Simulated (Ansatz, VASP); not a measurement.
## One calculation of Tl, two programs

The input INCAR:

```
SYSTEM = Tl
  AGGAC = 1.0
  AGGAX = 1.0
  ALDAC = 0.0
  ALDAX = 1.0
  ALGO = Normal
  EDIFF = 1E-6
  ENCUT = 520
  GGA = B5
  ISIF = 2
  ISMEAR = -1
  LASPH = .True.
  LCHARG = .True.
  LELF = .True.
  LREAL = .False.
  LVHAR = .True.
  LWAVE = .False.
  NBANDS = 20
  NELM = 80
  PREC = Accurate
  SIGMA = 0.1
```

Contents of KPOINTS:

```
k-points
0
Gamma
  16 16 9
  0 0 0
```

The input POSCAR:

```
Tl
1.0
    3.6747044140      0.0000000000      0.0000000000
   -1.8373522070      3.1823873739      0.0000000000
    0.0000000000      0.0000000000      5.6028607031
Tl
2
Direct
    0.3333333333      0.6666666667      0.2500000000
    0.6666666667      0.3333333333      0.7500000000
```

Input for Ansatz:

```yaml
crystal:
  lattice:
    - [3.674704414, 0.0, 0.0]
    - [-1.837352207, 3.1823873739, 0.0]
    - [0.0, 0.0, 5.6028607031]
  atoms:
    - { symbol: Tl, position: [0.3333333333, 0.6666666667, 0.25] }
    - { symbol: Tl, position: [0.6666666667, 0.3333333333, 0.75] }
hamiltonian:
  xc: blyp
  pseudopotentials:
    kind: paw
    azcp:
      Tl: "pseudopotentials/Tl.paw.azcp"
basis:
  ecutwfc: 420
  fft_grid_basis: typed
kpoints:
  mp_grid: { grid: [16, 16, 9], shift: [0, 0, 0] }
magnetization:
  spin_polarized: false
scf:
  occupations: { method: fermi_dirac, width: 0.1 }
output:
  stress: true
```

Alike in both runs: task single point; functional BLYP; k mesh 16 × 16 × 9; occupations fermi-dirac, width 0.1 eV; no spin polarisation.

|  | VASP | Ansatz |
| --- | --- | --- |
| version | VASP 6.6.1 | Ansatz 0.2.0 |
| potentials or method | VASP PAW PBE potentials, release 64 (Tl_d), cutoff 520 eV | plane waves (420 eV) with PAW, scalar-relativistic |
| valence electrons in the cell | 26 | 26 |

|  | VASP | Ansatz | Ansatz less VASP |
| --- | --- | --- | --- |
| pressure (GPa) | 1.9 | 1.9 | -0.03 |
| traceless stress, the component that is largest in VASP (GPa) | 0.30 | 0.29 | -0.009 |

VASP's potentials were made for PBE, not for BLYP.

Spin-orbit coupling is off throughout.
